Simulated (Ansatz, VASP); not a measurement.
Zn in VASP and in Ansatz

INCAR

```
  ALGO = Normal
  EDIFF = 1E-6
  ENCUT = 520
  GGA = PE
  ISIF = 2
  ISMEAR = 0
  LASPH = True
  LCHARG = False
  LREAL = False
  LWAVE = False
  NBANDS = 12
  NELM = 100
  PREC = Accurate
  SIGMA = 0.15
```

The input KPOINTS:

```
k-points
0
Gamma
  22 22 22
```

The input POSCAR:

```
Zn
1.0
    0.0000000000      1.9643393415      1.9643393415
    1.9643393415      0.0000000000      1.9643393415
    1.9643393415      1.9643393415      0.0000000000
Zn
1
Direct
    0.0000000000      0.0000000000      0.0000000000
```

Input for Ansatz:

```yaml
crystal:
  lattice:
    - [0.0, 1.9643393415, 1.9643393415]
    - [1.9643393415, 0.0, 1.9643393415]
    - [1.9643393415, 1.9643393415, 0.0]
  atoms:
    - { symbol: Zn, position: [0.0, 0.0, 0.0] }
basis:
  ecutwfc: 520.0
kpoints:
  mp_grid: { grid: [22, 22, 22] }
hamiltonian:
  xc: pbe
scf:
  occupations: { method: gaussian, width: 0.15 }
output:
  forces: true
  stress: true
  eigenvalues: true
  write_density: true
  write_potential: true
  elf: true
  volumetric_format: npy
```

Alike in both runs: task single point; functional PBE; k mesh 22 × 22 × 22; occupations gaussian, width 0.15 eV; no spin polarisation.

|  | VASP | Ansatz |
| --- | --- | --- |
| version | VASP 6.6.1 | Ansatz 0.2.0 |
| potentials or method | VASP PAW PBE potentials, release 64 (Zn), cutoff 520 eV | scalar-relativistic, plane waves, PAW |
| valence electrons in the cell | 12 | 12 |

|  | VASP | Ansatz | Ansatz less VASP |
| --- | --- | --- | --- |
| gap on the k mesh at the Fermi level (eV) | none | none | - |
| pressure (GPa) | 0.4 | 0.0 | -0.41 |

A gap of «none» marks a metal or a gap that the smearing closes.
